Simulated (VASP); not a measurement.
# CdSe (Pnma) in VASP: further runs

CdSe is run at these levels: PBE; tasks: single point.

All numbers are computed with VASP 6.6.1; they aren't measurements. Logs are shortened: lines on timing, memory, paths and dates and some standing lists are left out, and cuts for length are marked.

### 1 The cell of the first run

Symmetry: Pnma, No. 62, orthorhombic system. Conventional cell: a = 8.165 Å, b = 4.507 Å, c = 7.479 Å, α = 90.00°, β = 90.00°, γ = 90.00°. Within 3.5 Å of Cd (site symmetry m) lie 4 Se at 2.63 to 2.75 Å. Se (site symmetry m) has 4 Cd at 2.63 to 2.75 Å within 3.5 Å.

### 2 Single point, PBE

File INCAR:

```
SYSTEM = CdSe
PREC     = Accurate       ! precision mode
ENCUT    = 520            ! plane-wave cutoff, eV
EDIFF    = 1E-6           ! SCF threshold, eV
ISMEAR   = 0              ! smearing method
SIGMA    = 0.1            ! smearing width, eV
LREAL    = .FALSE.        ! projectors in reciprocal space
LASPH    = .TRUE.         ! aspherical terms in the spheres
NELM     = 80             ! most SCF steps
ALGO     = Normal         ! electronic algorithm
ISIF     = 2              ! what is computed and relaxed
LWAVE    = .FALSE.        ! write WAVECAR
LCHARG   = .TRUE.         ! write CHGCAR
GGA      = PE             ! functional
LELF     = .TRUE.         ! ELF
LVHAR    = .TRUE.       
NBANDS   = 46             ! bands
```

File KPOINTS:

```
regular mesh
0
G
  4 2 2
  0 0 0
```

File POSCAR:

```
CdSe
1.0
    0.0000000000      4.5070220000      0.0000000000
    0.0000000000      0.0000000000      7.4791059000
    8.1647019000      0.0000000000      0.0000000000
Cd Se
4 4
Direct
    0.7500000000      0.3990120000      0.8407570000
    0.2500000000      0.8990120000      0.6592430000
    0.7500000000      0.1009880000      0.3407570000
    0.2500000000      0.6009880000      0.1592430000
    0.2500000000      0.5959510000      0.8223160000
    0.7500000000      0.0959510000      0.6776840000
    0.2500000000      0.9040490000      0.3223160000
    0.7500000000      0.4040490000      0.1776840000
```

Potentials or basis: VASP PAW PBE potentials, release 64 (Cd, Se).

The run is started by

```bash
$ cat potpaw_PBE.64/Cd/POTCAR potpaw_PBE.64/Se/POTCAR > POTCAR
$ mpirun -np 1 vasp_std > vasp.out
```

OUTCAR:

```text
SYSTEM = CdSe
   PREC = Accurate
   ENCUT = 520
   EDIFF = 1E-6
   ISMEAR = 0
   LREAL = .FALSE.
   LASPH = .TRUE.
   NELM = 80
   ISIF = 2
   GGA = PE

 ion  position               nearest neighbor table
   1  0.750  0.399  0.841-   6 2.63   5 2.70   5 2.70   8 2.75   4 3.76   4 3.76
   2  0.250  0.899  0.659-   5 2.63   6 2.70   6 2.70   7 2.75   3 3.76   3 3.76
   3  0.750  0.101  0.341-   8 2.63   7 2.70   7 2.70   6 2.75   2 3.76   2 3.76
   4  0.250  0.601  0.159-   7 2.63   8 2.70   8 2.70   5 2.75   1 3.76   1 3.76
   5  0.250  0.596  0.822-   2 2.63   1 2.70   1 2.70   4 2.75
   6  0.750  0.096  0.678-   1 2.63   2 2.70   2 2.70   3 2.75
   7  0.250  0.904  0.322-   4 2.63   3 2.70   3 2.70   2 2.75
   8  0.750  0.404  0.178-   3 2.63   4 2.70   4 2.70   1 2.75

  LATTYP: Found a simple orthorhombic cell.
 ALAT       =     4.5070220000
 B/A-ratio  =     1.6594340786
 C/A-ratio  =     1.8115513747

  Lattice vectors:

 A1 = (   0.0000000000,   4.5070220000,   0.0000000000)
 A2 = (   0.0000000000,   0.0000000000,   7.4791059000)
 A3 = (   8.1647019000,   0.0000000000,   0.0000000000)

Analysis of symmetry for initial positions (statically):
=====================================================================
 Subroutine PRICEL returns:
 Original cell was already a primitive cell.

 Routine SETGRP: Setting up the symmetry group for a
 simple orthorhombic supercell.

 Subroutine GETGRP returns: Found  8 space group operations
 (whereof  2 operations were pure point group operations)
 out of a pool of  8 trial point group operations.

The static configuration has the point symmetry S_2 .
 The point group associated with its full space group is D_2h.

Analysis of symmetry for dynamics (positions and initial velocities):
=====================================================================
 Subroutine PRICEL returns:
 Original cell was already a primitive cell.

 Routine SETGRP: Setting up the symmetry group for a
 simple orthorhombic supercell.

 Subroutine GETGRP returns: Found  8 space group operations
 (whereof  2 operations were pure point group operations)
 out of a pool of  8 trial point group operations.

The dynamic configuration has the point symmetry S_2 .
 The point group associated with its full space group is D_2h.

 Subroutine INISYM returns: Found  8 space group operations
 (whereof  2 operations are pure point group operations),
 and found     1 'primitive' translations

----------------------------------------------------------------------------------------

                                     Primitive cell

  volume of cell :     275.2198

  direct lattice vectors                    reciprocal lattice vectors
     0.000000000  4.507022000  0.000000000     0.000000000  0.221875997  0.000000000
     0.000000000  0.000000000  7.479105900     0.000000000  0.000000000  0.133705822
     8.164701900  0.000000000  0.000000000     0.122478446  0.000000000  0.000000000

  length of vectors
     4.507022000  7.479105900  8.164701900     0.221875997  0.133705822  0.122478446

  position of ions in fractional coordinates (direct lattice)
     0.750000000  0.399012000  0.840757000
     0.250000000  0.899012000  0.659243000
     0.750000000  0.100988000  0.340757000
     0.250000000  0.600988000  0.159243000
     0.250000000  0.595951000  0.822316000
     0.750000000  0.095951000  0.677684000
     0.250000000  0.904049000  0.322316000
     0.750000000  0.404049000  0.177684000

  ion indices of the primitive-cell ions
   primitive index   ion index
                 1           1
                 2           2
                 3           3
                 4           4
                 5           5
                 6           6
                 7           7
                 8           8

----------------------------------------------------------------------------------------

 KPOINTS: regular mesh

Automatic generation of k-mesh.
 Grid dimensions read from file:
 generate k-points for:    4    2    2

 Generating k-lattice:

  Cartesian coordinates                     Fractional coordinates (reciprocal lattice)
     0.000000000  0.055468999  0.000000000     0.250000000  0.000000000  0.000000000
     0.000000000  0.000000000  0.066852911     0.000000000  0.500000000  0.000000000
     0.061239223  0.000000000  0.000000000     0.000000000  0.000000000  0.500000000

  Length of vectors
     0.055468999  0.066852911  0.061239223

  Shift w.r.t. Gamma in fractional coordinates (k-lattice)
     0.000000000  0.000000000  0.000000000

 Subroutine IBZKPT returns following result:
 ===========================================

 Found     12 irreducible k-points:

 Following reciprocal coordinates:
            Coordinates               Weight
  0.000000  0.000000  0.000000      1.000000
  0.250000  0.000000  0.000000      2.000000
  0.500000  0.000000  0.000000      1.000000
  0.000000  0.500000  0.000000      1.000000
  0.250000  0.500000  0.000000      2.000000
  0.500000  0.500000  0.000000      1.000000
  0.000000  0.000000  0.500000      1.000000
  0.250000  0.000000  0.500000      2.000000
  0.500000  0.000000  0.500000      1.000000
  0.000000  0.500000  0.500000      1.000000
  0.250000  0.500000  0.500000      2.000000
  0.500000  0.500000  0.500000      1.000000
   k-points           NKPTS =     12   k-points in BZ     NKDIM =     12   number of bands    NBANDS=     46
   number of dos      NEDOS =    301   number of ions     NIONS =      8
   total plane-waves  NPLWV = 129024
   dimension x,y,z NGX =    36 NGY =   56 NGZ =   64
   dimension x,y,z NGXF=    72 NGYF=  112 NGZF=  128
   ions per type =               4   4
   NGX,Y,Z   is equivalent  to a cutoff of  13.28, 12.45, 13.03 a.u.
   NGXF,Y,Z  is equivalent  to a cutoff of  26.56, 24.90, 26.06 a.u.
 SYSTEM =  CdSe
   PREC   = accura    normal or accurate (medium, high low for compatibility)
   ISTART =      0    job   : 0-new  1-cont  2-samecut
   ICHARG =      2    charge: 1-file 2-atom 10-const
   ISPIN  =      1    spin polarized calculation?
   LNONCOLLINEAR =      F non collinear calculations
   LSORBIT =      F    spin-orbit coupling
   LASPH  =      T    aspherical Exc in radial PAW
   ENCUT  =  520.0 eV  38.22 Ry    6.18 a.u.   8.38 13.91 15.18*2*pi/ulx,y,z
   NELM   =     80;   NELMIN=  2; NELMDL= -5     # of ELM steps
   EDIFF  = 0.1E-05   stopping-criterion for ELM
   LREAL  =      F    real-space projection
   EDIFFG = 0.1E-04   stopping-criterion for IOM
   NSW    =      0    number of steps for IOM
   IBRION =     -1    ionic relax: 0-MD 1-quasi-New 2-CG
   NFREE  =      0    steps in history (QN), initial steepest desc. (CG)
   ISIF   =      2    stress and relaxation
   ISYM   =      2    0-nonsym 1-usesym 2-fastsym
   POTIM  = 0.5000    time-step for ionic-motion
   TEBEG  =    0.0;   TEEND  =   0.0 temperature during run
   PSTRESS=    0.0 pullay stress
   NELECT =      72.0000    total number of electrons
   NUPDOWN=      -1.0000    fix difference up-down
   EMIN   =  10.00;   EMAX   =-10.00  energy-range for DOS
   EFERMI =   0.00;   METHOD = LEGACY
   ISMEAR =     0;   SIGMA  =   0.10  broadening in eV -4-tet -1-fermi 0-gaus
   EFERMI_NEDOS =   21; number of points for ismear=-14 and -15
   IALGO  =     38    algorithm
   IMIX   =      4    mixing-type and parameters
     AMIX     =   0.40;   BMIX     =  1.00
     AMIX_MAG =   1.60;   BMIX_MAG =  1.00
  volume/ion in A,a.u.               =      34.40       232.16
  Fermi-wavevector in a.u.,A,eV,Ry     =   1.047030  1.978600 14.915682  1.096272
  Thomas-Fermi vector in A             =   2.181893
   LORBIT       =      0    0 simple, 1 ext, 2 COOP (PROOUT), +10 PAW based schemes
   GGA     = PE    functional components
   LHFCALC =     F    Hartree Fock is set to
   AEXX    =    0.0000 exact exchange contribution
   IVDW    =     0    specifies the selected vdW correction
   LEPSILON=     F    determine dielectric tensor
   LRPA    =     F    only Hartree local field effects (RPA)
 non-spin polarized calculation
 Gauss-broadening in eV      SIGMA  =   0.10
  energy-cutoff  :      520.00
  volume of cell :      275.22
 maximum number of plane-waves:      7461
 NGX is ok and might be reduce to    36
   NGX = 17   NGY = 27   NGZ = 31

 number of electron      72.0000016 magnetization

 Free energy of the ion-electron system (eV)
  ---------------------------------------------------
  ext. energy  EPLUGINS =         0.00000000
  ---------------------------------------------------
  free energy    TOTEN  =       -21.35492669 eV

  energy without entropy =      -21.35492668  energy(sigma->0) =      -21.35492668

 E-fermi :   0.0211     XC(G=0):  -7.7766

 val. band max:       -0.3483329759   @ k =   0.0000   0.0000   0.0000
 cond. band min:       0.3905716584   @ k =   0.0000   0.0000   0.0000
 fundamental gap:      0.7389046343
 Fermi energy:         0.0210780530

 k-point     1 :       0.0000    0.0000    0.0000
  band No.  band energies     occupation
      1     -12.5270      2.00000
      2     -12.2317      2.00000
      3     -12.1767      2.00000
      4     -12.0699      2.00000
      5      -8.1470      2.00000
      6      -8.0978      2.00000
[... 38 lines left out ...]
     45       5.6788      0.00000
     46       5.7400      0.00000

 k-point     2 :       0.2500    0.0000    0.0000
  band No.  band energies     occupation
      1     -12.4154      2.00000
      2     -12.1764      2.00000
      3     -12.1362      2.00000
      4     -12.0915      2.00000
      5      -8.1059      2.00000
      6      -8.0218      2.00000
[... 38 lines left out ...]
     45       5.3646      0.00000
     46       5.7319      0.00000

 k-point     3 :       0.5000    0.0000    0.0000
  band No.  band energies     occupation
      1     -12.2076      2.00000
      2     -12.2076      2.00000
      3     -12.1079      2.00000
      4     -12.1079      2.00000
      5      -8.0415      2.00000
      6      -8.0415      2.00000
[... 430 lines left out ...]
     45       6.0591      0.00000
     46       6.0591      0.00000

 k-point    12 :       0.5000    0.5000    0.5000
  band No.  band energies     occupation
      1     -12.1573      2.00000
      2     -12.1573      2.00000
      3     -12.1573      2.00000
      4     -12.1573      2.00000
      5      -8.0037      2.00000
      6      -8.0037      2.00000
[... 38 lines left out ...]
     45       6.3326      0.00000
     46       6.3326      0.00000

------------------------ aborting loop because EDIFF is reached ----------------------------------------

  FORCE on cell =-STRESS in cart. coord.  units (eV):
  Direction    XX          YY          ZZ          XY          YZ          ZX
  --------------------------------------------------------------------------------------
  -------------------------------------------------------------------------------------
  Total        0.2462973      0.5578473      0.3612232      0.0000000      0.0000000      0.0000000
  in kB        1.4338067      3.2474780      2.1028417      0.0000000      0.0000000      0.0000000
  external PRESSURE =       2.2613755 kB  Pullay stress =       0.0000000 kB

 VOLUME and BASIS-vectors are now :
 -----------------------------------------------------------------------------
  energy-cutoff  :      520.00
  volume of cell :      275.22
      direct lattice vectors                 reciprocal lattice vectors
     0.000000000  4.507022000  0.000000000     0.000000000  0.221875997  0.000000000
     0.000000000  0.000000000  7.479105900     0.000000000  0.000000000  0.133705822
     8.164701900  0.000000000  0.000000000     0.122478446  0.000000000  0.000000000

 POSITION                                       TOTAL-FORCE (eV/Angst)
 -----------------------------------------------------------------------------------
      6.86453      3.38027      2.98425        -0.002714      0.000000     -0.010277
      5.38252      1.12676      6.72381         0.002714     -0.000000     -0.010277
      2.78218      3.38027      0.75530        -0.002714      0.000000      0.010277
      1.30017      1.12676      4.49485         0.002714      0.000000      0.010277
      6.71397      1.12676      4.45718        -0.002443      0.000000      0.005128
      5.53309      3.38027      0.71763         0.002443     -0.000000      0.005128
      2.63161      1.12676      6.76148        -0.002443      0.000000     -0.005128
      1.45074      3.38027      3.02193         0.002443      0.000000     -0.005128
 -----------------------------------------------------------------------------------
    total drift:                                0.000000      0.000000     -0.000000

  FREE ENERGIE OF THE ION-ELECTRON SYSTEM (eV)
  ---------------------------------------------------
  free  energy   TOTEN  =       -21.3549266888 eV

  energy  without entropy=      -21.3549266805  energy(sigma->0) =      -21.35492668
```

Run time: 4.6 min. Hardware: 1 thread of Intel Xeon 8259CL, shared host; peak memory 0.38 GiB.

Results:

```
Free energy            : -21.3549 eV
Pressure               : 0.2 GPa
Largest force          : 0.011 eV/Å
Band gap on the k mesh : 0.74 eV, direct
```

Forces on the atoms (eV/Å):
```
Cd  -0.003  0.000 -0.010
Cd   0.003  0.000 -0.010
Cd  -0.003  0.000  0.010
Cd   0.003  0.000  0.010
Se  -0.002  0.000  0.005
Se   0.002  0.000  0.005
Se  -0.002  0.000 -0.005
Se   0.002  0.000 -0.005
```

Caveat: the k points lie up to 0.42 Å⁻¹ apart.

### 3 Single point, PBE

File INCAR:

```
PREC = Accurate ; ENCUT = 520
EDIFF = 1E-6 ; ISMEAR = 0
SIGMA = 0.1 ; LREAL = False
LASPH = True ; NELM = 80
ALGO = Normal ; ISIF = 2
LWAVE = False ; LCHARG = False
GGA = PE ; NBANDS = 46
```

File KPOINTS:

```
Automatic mesh
0
Gamma
  2 4 4
```

File POSCAR:

```
CdSe
1.0
    8.1647019000      0.0000000000      0.0000000000
    0.0000000000      4.5070220000      0.0000000000
    0.0000000000      0.0000000000      7.4791059000
Cd Se
4 4
Direct
    0.8407570000      0.7500000000      0.3990120000
    0.6592430000      0.2500000000      0.8990120000
    0.3407570000      0.7500000000      0.1009880000
    0.1592430000      0.2500000000      0.6009880000
    0.8223160000      0.2500000000      0.5959510000
    0.6776840000      0.7500000000      0.0959510000
    0.3223160000      0.2500000000      0.9040490000
    0.1776840000      0.7500000000      0.4040490000
```

Potentials or basis: VASP PAW PBE potentials, release 64 (Cd, Se).

The run is started by

```bash
$ cat potpaw_PBE.64/Cd/POTCAR potpaw_PBE.64/Se/POTCAR > POTCAR
$ mpirun -np 1 vasp_std > vasp.out
```

Wall time 5.3 min (1 thread of Intel Xeon 8259CL, shared host); peak memory 0.42 GiB.

It converged, with:

```
Free energy            : -21.3704 eV
Pressure               : 0.2 GPa
Largest force          : 0.006 eV/Å
Band gap on the k mesh : 0.74 eV, direct
```

Forces on the atoms (eV/Å):
```
Cd  -0.001  0.000 -0.006
Cd   0.001  0.000 -0.006
Cd  -0.001  0.000  0.006
Cd   0.001  0.000  0.006
Se  -0.004  0.000  0.003
Se   0.004  0.000  0.003
Se  -0.004  0.000 -0.003
Se   0.004  0.000 -0.003
```

Stress tensor (GPa, compression positive):
```
0.16 0.00 0.00
0.00 0.34 0.00
0.00 0.00 0.21
```

Levels at points of the mesh, in eV from the valence-band top:
```
           k point  band 32  band 33  band 34  band 35  band 36  band 37  band 38  band 39  band 40  band 41
(0.00, 0.00, 0.00)    -0.70    -0.27    -0.22    -0.18     0.00     0.74     2.53     3.11     3.80     4.70
(0.50, 0.00, 0.00)    -1.30    -0.44    -0.44    -0.20    -0.20     2.06     2.06     3.29     3.29     4.22
(0.00, 0.50, 0.00)    -1.33    -1.32    -1.32    -0.59    -0.59     3.58     3.58     3.67     3.67     5.44
(0.50, 0.50, 0.00)    -1.81    -0.87    -0.87    -0.87    -0.87     3.97     3.97     3.97     3.97     4.53
(0.00, 0.00, 0.50)    -1.25    -0.66    -0.66    -0.43    -0.43     2.79     2.79     3.17     3.17     4.48
(0.50, 0.00, 0.50)    -1.21    -0.46    -0.46    -0.37    -0.37     2.76     2.76     2.85     2.85     4.50
(0.00, 0.50, 0.50)    -1.64    -0.77    -0.77    -0.36    -0.36     2.90     2.90     3.30     3.30     5.43
(0.50, 0.50, 0.50)    -1.35    -0.98    -0.98    -0.98    -0.98     3.18     3.18     3.18     3.18     5.34
```
